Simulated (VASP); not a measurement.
The system is TiTe2.

```
Ti Te
1.0
     3.71797    0.00000    0.00000
    -1.85899    3.21986    0.00000
     0.00000    0.00000    6.32413
Ti Te
1 2
Direct
  0.00000 0.00000 0.00000
  0.33333 0.66667 0.27056
  0.66667 0.33333 0.72944
```

```yaml
Program: VASP 6.6.1
Task: relaxation of cell and atoms
Functional: r2SCAN
Dispersion: rVV10
Potentials_or_basis: VASP PAW PBE potentials, release 64 (Ti_sv, Te)
Cutoff: 600 eV
k_mesh: 12 × 12 × 4
Occupations: fermi-dirac, width 0.02 eV
Spin: no spin polarisation
```

At the start: pressure 2.9 GPa; volume 25.24 Å³/atom.

Question: How do energy, volume and symmetry change on relaxing?

Answer: Over 12 steps the energy falls by 20.4 meV/atom and the volume is 27.35 Å³/atom (+8.4 %); space group P-3m1 (No. 164, to 0.1 Å) before and after.

Step by step:
```csv
step,energy change (eV),largest force (eV/Å),pressure (GPa),volume (Å³)
1,0.0000,0.1308,2.94,75.71
2,-0.0242,0.5705,-1.54,80.89
3,-0.0314,0.4330,-0.19,79.16
4,-0.0457,0.2669,-0.05,79.82
5,-0.0527,0.0384,0.25,81.13
6,-0.0534,0.0345,0.15,80.82
7,-0.0572,0.0420,-0.06,81.40
8,-0.0599,0.0553,-0.39,82.35
9,-0.0595,0.1024,0.64,81.50
10,-0.0609,0.0152,0.07,81.97
11,-0.0611,0.0003,0.03,82.03
12,-0.0611,0.0014,0.02,82.04
```

Final structure:
```xyz
3
Lattice="3.7979 0.0000 0.0000 -1.8989 3.2891 0.0000 0.0000 0.0000 6.5673" Properties=species:S:1:pos:R:3 pbc="T T T"
Ti    0.0000    0.0000    0.0000
Te    0.0000    2.1927    1.6910
Te    1.8989    1.0964    4.8763
```

Caveat: the PAW data sets were made with another functional, which shifts forces and pressure a little.
